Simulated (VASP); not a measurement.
# Ge (Pm-3m) in VASP: further runs

The runs below take Ge through single point, with PBEsol.

Program: VASP 6.6.1. These are calculated values, not measurements. Logs are shortened: lines on timing, memory, paths and dates and some standing lists are left out, and cuts for length are marked.

## (1) The cell of the first run

The structure is cubic, space group Pm-3m (No. 221). Conventional cell: a = 2.116 Å, b = 2.116 Å, c = 2.116 Å, α = 90.00°, β = 90.00°, γ = 90.00°. Within 2.8 Å of Ge (site symmetry m-3m) lie 6 Ge at 2.12 Å.

## (2) Single point, PBEsol (volume scaled by 0.5)

Contents of INCAR:

```
PREC     = Accurate       # precision mode
ENCUT    = 520            # plane-wave cutoff, eV
EDIFF    = 1E-6           # SCF threshold, eV
ISMEAR   = -1             # smearing method
SIGMA    = 0.1            # smearing width, eV
LREAL    = False          # projectors in reciprocal space
LASPH    = True           # aspherical terms in the spheres
NELM     = 100            # most SCF steps
ALGO     = Normal         # electronic algorithm
ISIF     = 2              # what is computed and relaxed
LWAVE    = False          # write WAVECAR
LCHARG   = False          # write CHGCAR
GGA      = PS             # functional
NBANDS   = 13             # bands
```

Contents of KPOINTS:

```
Automatic mesh
0
Gamma
  15 15 15
```

Contents of POSCAR:

```
Ge
1.0
    2.1160103661      0.0000000000      0.0000000000
    0.0000000000      2.1160103661      0.0000000000
    0.0000000000      0.0000000000      2.1160103661
Ge
1
Direct
    0.0000000000      0.0000000000      0.0000000000
```

Potentials or basis: VASP PAW PBE potentials, release 64 (Ge_d).

Launch:

```console
$ cat potpaw_PBE.64/Ge_d/POTCAR > POTCAR
$ mpirun -np 1 vasp_std > vasp.out
```

OUTCAR:

```text
PREC = Accurate
   ENCUT = 520
   EDIFF = 1E-6
   ISMEAR = -1
   LREAL = False
   LASPH = True
   NELM = 100
   ISIF = 2
   GGA = PS

 ion  position               nearest neighbor table
   1  0.000  0.000  0.000-

  LATTYP: Found a simple cubic cell.
 ALAT       =     2.1160103661

  Lattice vectors:

 A1 = (   2.1160103661,   0.0000000000,   0.0000000000)
 A2 = (   0.0000000000,   2.1160103661,   0.0000000000)
 A3 = (   0.0000000000,   0.0000000000,   2.1160103661)

Analysis of symmetry for initial positions (statically):
=====================================================================
 Subroutine PRICEL returns:
 Original cell was already a primitive cell.

 Routine SETGRP: Setting up the symmetry group for a
 simple cubic supercell.

 Subroutine GETGRP returns: Found 48 space group operations
 (whereof 48 operations were pure point group operations)
 out of a pool of 48 trial point group operations.

The static configuration has the point symmetry O_h .

Analysis of symmetry for dynamics (positions and initial velocities):
=====================================================================
 Subroutine PRICEL returns:
 Original cell was already a primitive cell.

 Routine SETGRP: Setting up the symmetry group for a
 simple cubic supercell.

 Subroutine GETGRP returns: Found 48 space group operations
 (whereof 48 operations were pure point group operations)
 out of a pool of 48 trial point group operations.

The dynamic configuration has the point symmetry O_h .

 Subroutine INISYM returns: Found 48 space group operations
 (whereof 48 operations are pure point group operations),
 and found     1 'primitive' translations

----------------------------------------------------------------------------------------

                                     Primitive cell

  volume of cell :       9.4744

  direct lattice vectors                    reciprocal lattice vectors
     2.116010366  0.000000000  0.000000000     0.472587477  0.000000000  0.000000000
     0.000000000  2.116010366  0.000000000     0.000000000  0.472587477  0.000000000
     0.000000000  0.000000000  2.116010366     0.000000000  0.000000000  0.472587477

  length of vectors
     2.116010366  2.116010366  2.116010366     0.472587477  0.472587477  0.472587477

  position of ions in fractional coordinates (direct lattice)
     0.000000000  0.000000000  0.000000000

  ion indices of the primitive-cell ions
   primitive index   ion index
                 1           1

----------------------------------------------------------------------------------------

 KPOINTS: Automatic mesh

Automatic generation of k-mesh.
 Grid dimensions read from file:
 generate k-points for:   15   15   15

 Generating k-lattice:

  Cartesian coordinates                     Fractional coordinates (reciprocal lattice)
     0.031505832  0.000000000  0.000000000     0.066666667  0.000000000  0.000000000
     0.000000000  0.031505832  0.000000000     0.000000000  0.066666667  0.000000000
     0.000000000  0.000000000  0.031505832     0.000000000  0.000000000  0.066666667

  Length of vectors
     0.031505832  0.031505832  0.031505832

  Shift w.r.t. Gamma in fractional coordinates (k-lattice)
     0.000000000  0.000000000  0.000000000

 Subroutine IBZKPT returns following result:
 ===========================================

 Found    120 irreducible k-points:

 Following reciprocal coordinates:
            Coordinates               Weight
  0.000000  0.000000  0.000000      1.000000
  0.066667  0.000000  0.000000      6.000000
  0.133333  0.000000  0.000000      6.000000
  0.200000  0.000000  0.000000      6.000000
  0.266667  0.000000  0.000000      6.000000
  0.333333  0.000000  0.000000      6.000000
[... 16 lines left out ...]
  0.266667  0.200000  0.000000     24.000000
  0.333333  0.200000  0.000000     24.000000
 [... further k-points ...]
   k-points           NKPTS =    120   k-points in BZ     NKDIM =    120   number of bands    NBANDS=     13
   number of dos      NEDOS =    301   number of ions     NIONS =      1
   total plane-waves  NPLWV =   4096
   dimension x,y,z NGX =    16 NGY =   16 NGZ =   16
   dimension x,y,z NGXF=    32 NGYF=   32 NGZF=   32
   ions per type =               1
   NGX,Y,Z   is equivalent  to a cutoff of  12.57, 12.57, 12.57 a.u.
   NGXF,Y,Z  is equivalent  to a cutoff of  25.14, 25.14, 25.14 a.u.
 SYSTEM =  unknown system
   PREC   = accura    normal or accurate (medium, high low for compatibility)
   ISTART =      0    job   : 0-new  1-cont  2-samecut
   ICHARG =      2    charge: 1-file 2-atom 10-const
   ISPIN  =      1    spin polarized calculation?
   LNONCOLLINEAR =      F non collinear calculations
   LSORBIT =      F    spin-orbit coupling
   LASPH  =      T    aspherical Exc in radial PAW
   ENCUT  =  520.0 eV  38.22 Ry    6.18 a.u.   3.93  3.93  3.93*2*pi/ulx,y,z
   NELM   =    100;   NELMIN=  2; NELMDL= -5     # of ELM steps
   EDIFF  = 0.1E-05   stopping-criterion for ELM
   LREAL  =      F    real-space projection
   EDIFFG = 0.1E-04   stopping-criterion for IOM
   NSW    =      0    number of steps for IOM
   IBRION =     -1    ionic relax: 0-MD 1-quasi-New 2-CG
   NFREE  =      0    steps in history (QN), initial steepest desc. (CG)
   ISIF   =      2    stress and relaxation
   ISYM   =      2    0-nonsym 1-usesym 2-fastsym
   POTIM  = 0.5000    time-step for ionic-motion
   TEBEG  =    0.0;   TEEND  =   0.0 temperature during run
   PSTRESS=    0.0 pullay stress
   NELECT =      14.0000    total number of electrons
   NUPDOWN=      -1.0000    fix difference up-down
   EMIN   =  10.00;   EMAX   =-10.00  energy-range for DOS
   EFERMI =   0.00;   METHOD = LEGACY
   ISMEAR =    -1;   SIGMA  =   0.10  broadening in eV -4-tet -1-fermi 0-gaus
   EFERMI_NEDOS =   21; number of points for ismear=-14 and -15
   IALGO  =     38    algorithm
   IMIX   =      4    mixing-type and parameters
     AMIX     =   0.40;   BMIX     =  1.00
     AMIX_MAG =   1.60;   BMIX_MAG =  1.00
  volume/ion in A,a.u.               =       9.47        63.94
  Fermi-wavevector in a.u.,A,eV,Ry     =   1.864660  3.523697 47.306885  3.476958
  Thomas-Fermi vector in A             =   2.911748
   LORBIT       =      0    0 simple, 1 ext, 2 COOP (PROOUT), +10 PAW based schemes
   GGA     = PS    functional components
   LHFCALC =     F    Hartree Fock is set to
   AEXX    =    0.0000 exact exchange contribution
   IVDW    =     0    specifies the selected vdW correction
   LEPSILON=     F    determine dielectric tensor
   LRPA    =     F    only Hartree local field effects (RPA)
 non-spin polarized calculation
  energy-cutoff  :      520.00
  volume of cell :        9.47
 maximum number of plane-waves:       280
 NGX is ok and might be reduce to    16
   NGX =  7   NGY =  7   NGZ =  7

 number of electron      14.0000005 magnetization

 Free energy of the ion-electron system (eV)
  ---------------------------------------------------
  ext. energy  EPLUGINS =         0.00000000
  ---------------------------------------------------
  free energy    TOTEN  =        -0.57548955 eV

  energy without entropy =       -0.56825038  energy(sigma->0) =       -0.57186997

 E-fermi :  17.3146     XC(G=0): -15.3309

 val. band max:       17.3136547600   @ k =   0.3333   0.3333   0.0000
 cond. band min:      17.3515489874   @ k =   0.3333   0.3333   0.3333
 fundamental gap:      0.0378942274
 Fermi energy:        17.3146317177

 k-point     1 :       0.0000    0.0000    0.0000
  band No.  band energies     occupation
      1     -10.1712      2.00000
      2     -10.1712      2.00000
      3      -8.5007      2.00000
      4      -8.5007      2.00000
      5      -8.5007      2.00000
      6      -4.4167      2.00000
      7      28.0204      0.00000
      8      28.0204      0.00000
      9      28.0204      0.00000
     10      30.8611      0.00000
     11      30.8611      0.00000
     12      38.6896      0.00000
     13      56.2119      0.00000

 k-point     2 :       0.0667    0.0000    0.0000
  band No.  band energies     occupation
      1     -10.1649      2.00000
      2     -10.1258      2.00000
      3      -8.5215      2.00000
      4      -8.5215      2.00000
      5      -8.4990      2.00000
      6      -4.2624      2.00000
      7      25.3821      0.00000
      8      28.1984      0.00000
      9      28.1984      0.00000
     10      30.9685      0.00000
     11      33.0501      0.00000
     12      39.4393      0.00000
     13      54.4126      0.00000

 k-point     3 :       0.1333    0.0000    0.0000
  band No.  band energies     occupation
      1     -10.1473      2.00000
      2     -10.0000      2.00000
      3      -8.5798      2.00000
      4      -8.5798      2.00000
      5      -8.4941      2.00000
      6      -3.7949      2.00000
      7      21.7184      0.00000
      8      28.7268      0.00000
      9      28.7268      0.00000
     10      31.2922      0.00000
     11      35.0207      0.00000
     12      42.0221      0.00000
     13      51.3037      0.00000

 k-point     4 :       0.2000    0.0000    0.0000
  band No.  band energies     occupation
      1     -10.1211      2.00000
      2      -9.8214      2.00000
      3      -8.6649      2.00000
      4      -8.6649      2.00000
      5      -8.4868      2.00000
      6      -3.0034      2.00000
      7      18.1205      0.00063
      8      29.5898      0.00000
      9      29.5898      0.00000
     10      31.8369      0.00000
     11      36.0246      0.00000
     12      46.0428      0.00000
     13      48.1838      0.00000

 k-point     5 :       0.2667    0.0000    0.0000
  band No.  band energies     occupation
      1     -10.0911      2.00000
      2      -9.6254      2.00000
      3      -8.7617      2.00000
      4      -8.7617      2.00000
      5      -8.4785      2.00000
      6      -1.8782      2.00000
      7      14.7049      2.00000
      8      30.7593      0.00000
      9      30.7593      0.00000
     10      32.6098      0.00000
     11      36.7012      0.00000
     12      45.2781      0.00000
     13      47.7871      0.00000
[... 257 lines left out ...]
 k-point    22 :       0.2000    0.2000    0.0000
  band No.  band energies     occupation
      1      -9.9389      2.00000
      2      -9.5585      2.00000
      3      -8.8997      2.00000
      4      -8.6570      2.00000
      5      -8.6369      2.00000
      6      -1.5867      2.00000
      7      18.3326      0.00008
      8      20.8173      0.00000
      9      31.1601      0.00000
     10      34.7644      0.00000
     11      39.2772      0.00000
     12      44.5168      0.00000
     13      48.6954      0.00000

 k-point    23 :       0.2667    0.2000    0.0000
  band No.  band energies     occupation
      1      -9.8862      2.00000
      2      -9.3546      2.00000
      3      -9.0314      2.00000
      4      -8.7424      2.00000
      5      -8.6351      2.00000
      6      -0.4731      2.00000
      7      15.7578      2.00000
      8      21.0363      0.00000
      9      32.3347      0.00000
     10      34.9513      0.00000
     11      36.7716      0.00000
     12      46.0852      0.00000
     13      49.0418      0.00000

 k-point    24 :       0.3333    0.2000    0.0000
  band No.  band energies     occupation
      1      -9.8464      2.00000
      2      -9.1572      2.00000
      3      -9.1511      2.00000
      4      -8.8311      2.00000
      5      -8.6254      2.00000
      6       0.9673      2.00000
      7      12.7175      2.00000
      8      22.2211      0.00000
      9      32.8953      0.00000
     10      33.7785      0.00000
     11      36.8532      0.00000
     12      45.2486      0.00000
     13      46.2024      0.00000

 [... further k-points ...]
[... 5 lines left out ...]
  --------------------------------------------------------------------------------------
  -------------------------------------------------------------------------------------
  Total       15.7690884     15.7690884     15.7690884      0.0000000      0.0000000      0.0000000
  in kB     2666.6363572   2666.6363572   2666.6363572      0.0000000      0.0000000      0.0000000
  external PRESSURE =    2666.6363572 kB  Pullay stress =       0.0000000 kB

 VOLUME and BASIS-vectors are now :
 -----------------------------------------------------------------------------
  energy-cutoff  :      520.00
  volume of cell :        9.47
      direct lattice vectors                 reciprocal lattice vectors
     2.116010366  0.000000000  0.000000000     0.472587477  0.000000000  0.000000000
     0.000000000  2.116010366  0.000000000     0.000000000  0.472587477  0.000000000
     0.000000000  0.000000000  2.116010366     0.000000000  0.000000000  0.472587477

 POSITION                                       TOTAL-FORCE (eV/Angst)
 -----------------------------------------------------------------------------------
      0.00000      0.00000      0.00000         0.000000      0.000000      0.000000
 -----------------------------------------------------------------------------------
    total drift:                               -0.000000      0.000000      0.000000

  FREE ENERGIE OF THE ION-ELECTRON SYSTEM (eV)
  ---------------------------------------------------
  free  energy   TOTEN  =        -0.5754895545 eV

  energy  without entropy=       -0.5682503808  energy(sigma->0) =       -0.57186997
```

Run time: 6.5 s. Hardware: 1 thread of Intel Xeon Platinum 8259CL at 2.50GHz (Skylake/Cascade Lake), shared host; peak memory 0.12 GiB.

What came out:

| Item | Value |
| --- | --- |
| Free energy | -0.5755 eV |
| Pressure | 266.7 GPa |
| Band gap on the k mesh | zero (band 7 reaches 28.02 eV, above the bottom of band 8 at 14.89 eV) |

Caveat: the PAW data sets were made with another functional, which shifts forces and pressure a little.

(Continued in part 2 of 2.)
